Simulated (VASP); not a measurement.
A run of VASP 6.6.1:

File POSCAR:

```
MoS2
1.0
    3.2194022451      0.0000000000      0.0000000000
   -1.6097011226      2.7880841293      0.0000000000
    0.0000000000      0.0000000000      6.2473710534
Mo S
1 2
Direct
    0.0000000000      0.0000000000      0.5000000000
    0.6666666667      0.3333333333      0.7484490778
    0.3333333333      0.6666666667      0.2515509222
```

INCAR.step1

```
SYSTEM = MoS2
PREC = Accurate
ENCUT = 520
ISMEAR = -1
SIGMA = 0.05
LREAL = .FALSE.
LASPH = .TRUE.
NELM = 80
NBANDS = 20
GGA = PE
ALGO = Normal
EDIFF = 1E-4
LWAVE = .TRUE.
LCHARG = .FALSE.
```

The input INCAR.step2:

```
SYSTEM = MoS2
PREC = Accurate
ENCUT = 520
EDIFF = 1E-7
ISMEAR = -1
SIGMA = 0.05
LREAL = .FALSE.
LASPH = .TRUE.
NELM = 80
ALGO = Normal
ISIF = 2
LWAVE = .FALSE.
LCHARG = .FALSE.
METAGGA = R2SCAN
LMIXTAU = .TRUE.
NBANDS = 20
ISTART = 1
```

Contents of KPOINTS:

```
Automatic mesh
0
G
  9 9 4
  0 0 0
```

Potentials or basis: VASP PAW PBE potentials, release 64 (Mo_sv, S).

Run with:

```console
$ cat potpaw_PBE.64/Mo_sv/POTCAR potpaw_PBE.64/S/POTCAR > POTCAR
$ cp INCAR.step1 INCAR
$ mpirun -np 1 vasp_std > vasp.out
$ cp INCAR.step2 INCAR
$ mpirun -np 1 vasp_std > vasp.out
```

Hardware: 1 thread of Intel(R) Xeon(R) Platinum 8488C (Sapphire Rapids), with other jobs on the host.

**Question.** How long does it take, and how much memory?

**Answer.** Wall time 2.5 min on 1 thread of Intel(R) Xeon(R) Platinum 8488C (Sapphire Rapids), with other jobs on the host, peak memory 0.19 GiB. Counts: k points 43.
